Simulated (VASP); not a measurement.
# BaTl4S4 (P6mm) in VASP: notebook, part 2 of 2

VASP 6.6.1. The steps go on from the part before.

## 3. Single point, PBE

This run uses another cell than the first one, of 38.93 Å³/atom.

Input file INCAR:

```
SYSTEM = BaTl4S4
PREC = Accurate
ENCUT = 520
EDIFF = 1E-6
ISMEAR = 0
SIGMA = 0.01
LREAL = .False.
LASPH = .True.
NELM = 80
ALGO = Normal
ISIF = 2
LWAVE = .False.
LCHARG = .False.
GGA = PE
NBANDS = 53
```

Input file KPOINTS:

```
regular mesh
0
Gamma
  6 6 4
  0 0 0
```

Input file POSCAR:

```
BaTl4S4
1.0
    6.4897147948      0.0000000000      0.0000000000
   -3.2448573974      5.6202578756      0.0000000000
    0.0000000000      0.0000000000      9.6048275265
Ba Tl S
1 4 4
Direct
    0.0000000000      0.0000000000      0.9461463546
    0.5000000000      0.0000000000      0.6457538733
    0.0000000000      0.5000000000      0.6457538733
    0.5000000000      0.5000000000      0.6457538733
    0.0000000000      0.0000000000      0.3569646288
    0.5000000000      0.0000000000      0.9296881396
    0.0000000000      0.5000000000      0.9296881396
    0.5000000000      0.5000000000      0.9296881396
    0.0000000000      0.0000000000      0.6288196678
```

Potentials or basis: VASP PAW PBE potentials, release 64 (Ba_sv, Tl_d, S).

Run with:

```bash
$ cat potpaw_PBE.64/Ba_sv/POTCAR potpaw_PBE.64/Tl_d/POTCAR potpaw_PBE.64/S/POTCAR > POTCAR
$ mpirun -np 1 vasp_std > vasp.out
```

OUTCAR:

```text
SYSTEM = BaTl4S4
   PREC = Accurate
   ENCUT = 520
   EDIFF = 1E-6
   ISMEAR = 0
   LREAL = .False.
   LASPH = .True.
   NELM = 80
   ISIF = 2
   GGA = PE

 ion  position               nearest neighbor table
   1  0.000  0.000  0.946-   9 3.05   8 3.25   7 3.25   7 3.25   8 3.25   6 3.25   6 3.25   5 3.95
                             4 4.34   3 4.34   4 4.34   3 4.34   2 4.34   2 4.34
   2  0.500  0.000  0.646-   6 2.73   4 3.24   3 3.24   4 3.24   3 3.24   9 3.25   9 3.25   1 4.34
                             1 4.34
   3  0.000  0.500  0.646-   7 2.73   2 3.24   2 3.24   4 3.24   4 3.24   9 3.25   9 3.25   1 4.34
                             1 4.34
   4  0.500  0.500  0.646-   8 2.73   2 3.24   2 3.24   3 3.24   3 3.24   9 3.25   9 3.25   1 4.34
                             1 4.34
   5  0.000  0.000  0.357-   9 2.61   1 3.95
   6  0.500  0.000  0.930-   2 2.73   1 3.25   1 3.25
   7  0.000  0.500  0.930-   3 2.73   1 3.25   1 3.25
   8  0.500  0.500  0.930-   4 2.73   1 3.25   1 3.25
   9  0.000  0.000  0.629-   5 2.61   1 3.05   4 3.25   3 3.25   3 3.25   4 3.25   2 3.25   2 3.25

  LATTYP: Found a hexagonal cell.
 ALAT       =     6.4897147948
 C/A-ratio  =     1.4800076475

  Lattice vectors:

 A1 = (   6.4897147948,   0.0000000000,   0.0000000000)
 A2 = (  -3.2448573974,   5.6202578756,   0.0000000000)
 A3 = (   0.0000000000,   0.0000000000,   9.6048275265)

Analysis of symmetry for initial positions (statically):
=====================================================================
 Subroutine PRICEL returns:
 Original cell was already a primitive cell.

 Routine SETGRP: Setting up the symmetry group for a
 hexagonal supercell.

 Subroutine GETGRP returns: Found 12 space group operations
 (whereof 12 operations were pure point group operations)
 out of a pool of 24 trial point group operations.

The static configuration has the point symmetry C_6v.

Analysis of symmetry for dynamics (positions and initial velocities):
=====================================================================
[... 147 lines left out ...]
   AEXX    =    0.0000 exact exchange contribution
   IVDW    =     0    specifies the selected vdW correction
   LEPSILON=     F    determine dielectric tensor
   LRPA    =     F    only Hartree local field effects (RPA)
 non-spin polarized calculation
 Gauss-broadening in eV      SIGMA  =   0.01
  energy-cutoff  :      520.00
  volume of cell :      350.33
 maximum number of plane-waves:      9458
   NGX = 25   NGY = 25   NGZ = 35

 number of electron      86.0000001 magnetization

 Free energy of the ion-electron system (eV)
  ---------------------------------------------------
  ext. energy  EPLUGINS =         0.00000000
  ---------------------------------------------------
  free energy    TOTEN  =       -29.80054597 eV

  energy without entropy =      -29.80054597  energy(sigma->0) =      -29.80054597

 E-fermi :   2.2524     XC(G=0):  -7.4841

 val. band max:        2.1795196340   @ k =   0.1667   0.1667   0.0000
 cond. band min:       2.3081391130   @ k =   0.3333   0.3333   0.0000
 fundamental gap:      0.1286194790
 Fermi energy:         2.2523589559

 k-point     1 :       0.0000    0.0000    0.0000
  band No.  band energies     occupation
      1     -24.9267      2.00000
      2     -11.0133      2.00000
      3     -10.3648      2.00000
      4     -10.1714      2.00000
      5     -10.1566      2.00000
      6     -10.1566      2.00000
[... 1165 lines left out ...]
     52       6.0150      0.00000
     53       6.4415      0.00000

------------------------ aborting loop because EDIFF is reached ----------------------------------------

  FORCE on cell =-STRESS in cart. coord.  units (eV):
  Direction    XX          YY          ZZ          XY          YZ          ZX
  --------------------------------------------------------------------------------------
  -------------------------------------------------------------------------------------
  Total        0.3374474      0.3374474      0.0669390      0.0000000      0.0000000      0.0000000
  in kB        1.5432820      1.5432820      0.3061390      0.0000000      0.0000000      0.0000000
  external PRESSURE =       1.1309010 kB  Pullay stress =       0.0000000 kB

 VOLUME and BASIS-vectors are now :
 -----------------------------------------------------------------------------
  energy-cutoff  :      520.00
  volume of cell :      350.33
      direct lattice vectors                 reciprocal lattice vectors
     6.489714795  0.000000000  0.000000000     0.154089976  0.088963889  0.000000000
    -3.244857397  5.620257876  0.000000000     0.000000000  0.177927779  0.000000000
     0.000000000  0.000000000  9.604827526     0.000000000  0.000000000  0.104114311

 POSITION                                       TOTAL-FORCE (eV/Angst)
 -----------------------------------------------------------------------------------
      0.00000      0.00000      9.08757        -0.000000      0.000000      0.060815
      3.24486      0.00000      6.20235        -0.000000     -0.000000     -0.001033
     -1.62243      2.81013      6.20235        -0.000000      0.000000     -0.001033
      1.62243      2.81013      6.20235        -0.000000      0.000000     -0.001033
      0.00000      0.00000      3.42858        -0.000000      0.000000      0.005389
      3.24486      0.00000      8.92949        -0.000000      0.000000     -0.002177
     -1.62243      2.81013      8.92949        -0.000000     -0.000000     -0.002177
      1.62243      2.81013      8.92949        -0.000000     -0.000000     -0.002177
      0.00000      0.00000      6.03970         0.000000     -0.000000     -0.056573
 -----------------------------------------------------------------------------------
    total drift:                               -0.000001     -0.000002     -0.000813

  FREE ENERGIE OF THE ION-ELECTRON SYSTEM (eV)
  ---------------------------------------------------
  free  energy   TOTEN  =       -29.8005459740 eV

  energy  without entropy=      -29.8005459740  energy(sigma->0) =      -29.80054597
```

OSZICAR:

```text
N       E                     dE             d eps       ncg     rms          rms(c)
DAV:   1     0.525908570757E+03    0.52591E+03   -0.39790E+04  2226   0.140E+03
DAV:   2     0.940059649721E+01   -0.51651E+03   -0.50216E+03  2683   0.290E+02
DAV:   3    -0.318110599086E+02   -0.41212E+02   -0.40684E+02  2778   0.673E+01
DAV:   4    -0.330113476683E+02   -0.12003E+01   -0.11954E+01  2930   0.110E+01
DAV:   5    -0.330500959434E+02   -0.38748E-01   -0.38730E-01  3162   0.172E+00    0.106E+01
DAV:   6    -0.302565744811E+02    0.27935E+01   -0.47719E+00  2887   0.833E+00    0.691E+00
DAV:   7    -0.299525047390E+02    0.30407E+00   -0.18108E+00  2572   0.495E+00    0.396E+00
DAV:   8    -0.298073459574E+02    0.14516E+00   -0.31613E-01  2709   0.299E+00    0.694E-01
DAV:   9    -0.297938132290E+02    0.13533E-01   -0.71596E-02  2562   0.107E+00    0.587E-01
DAV:  10    -0.297943293938E+02   -0.51616E-03   -0.12741E-02  2571   0.332E-01    0.307E-01
DAV:  11    -0.297973949707E+02   -0.30656E-02   -0.13745E-02  2425   0.469E-01    0.161E-01
DAV:  12    -0.297993981144E+02   -0.20031E-02   -0.29776E-03  2528   0.190E-01    0.950E-02
DAV:  13    -0.298003288207E+02   -0.93071E-03   -0.70689E-04  2392   0.925E-02    0.459E-02
DAV:  14    -0.298004880105E+02   -0.15919E-03   -0.11304E-04  2428   0.384E-02    0.171E-02
DAV:  15    -0.298005432662E+02   -0.55256E-04   -0.54784E-05  2290   0.347E-02    0.677E-03
DAV:  16    -0.298005451768E+02   -0.19105E-05   -0.46626E-06  2053   0.845E-03    0.519E-03
DAV:  17    -0.298005459740E+02   -0.79720E-06   -0.74258E-07  1609   0.374E-03
   1 F= -.29800546E+02 E0= -.29800546E+02  d E =-.913654E-17
```

stdout:

```text
POSCAR found type information on POSCAR BaTlS
 POSCAR found :  3 types and       9 ions
 scaLAPACK will be used
 LDA part: xc-table for (Slater+PW92), standard interpolation
 POSCAR, INCAR and KPOINTS ok, starting setup
 FFT: planning ... GRIDC
 FFT: planning ... GRID_SOFT
 FFT: planning ... GRID
 WAVECAR not read
 entering main loop
```

It took 3.7 min on 1 thread of Intel Xeon 6975P-C (Granite Rapids), shared host; peak memory 0.63 GiB.

Results:

```
Free energy            : -29.8005 eV
Pressure               : 0.1 GPa
Largest force          : 0.061 eV/Å
Band gap on the k mesh : 0.13 eV (least direct gap 0.58 eV)
```

Forces on the atoms (eV/Å):
```
Ba   0.000  0.000  0.061
Tl   0.000  0.000 -0.001
Tl   0.000  0.000 -0.001
Tl   0.000  0.000 -0.001
Tl   0.000  0.000  0.005
S    0.000  0.000 -0.002
S    0.000  0.000 -0.002
S    0.000  0.000 -0.002
S    0.000  0.000 -0.057
```

Levels at points of the mesh, in eV from the valence-band top:
| k point | band 40 | band 41 | band 42 | band 43 | band 44 | band 45 | band 46 | band 47 |
| --- | --- | --- | --- | --- | --- | --- | --- | --- |
| (0.00, 0.00, 0.00) | -1.30 | -0.80 | -0.80 | -0.02 | 0.97 | 0.97 | 1.41 | 1.41 |
| (0.50, 0.00, 0.00) | -1.33 | -1.19 | -1.15 | -0.64 | 0.29 | 0.69 | 0.94 | 1.42 |
| (0.00, 0.00, 0.50) | -1.31 | -0.77 | -0.77 | -0.02 | 0.97 | 0.97 | 1.60 | 1.60 |
| (0.50, 0.00, 0.50) | -1.34 | -1.20 | -1.15 | -0.60 | 0.29 | 0.51 | 0.69 | 1.35 |

Caveat: spin-orbit coupling is left out, which moves the levels of the heavy elements.
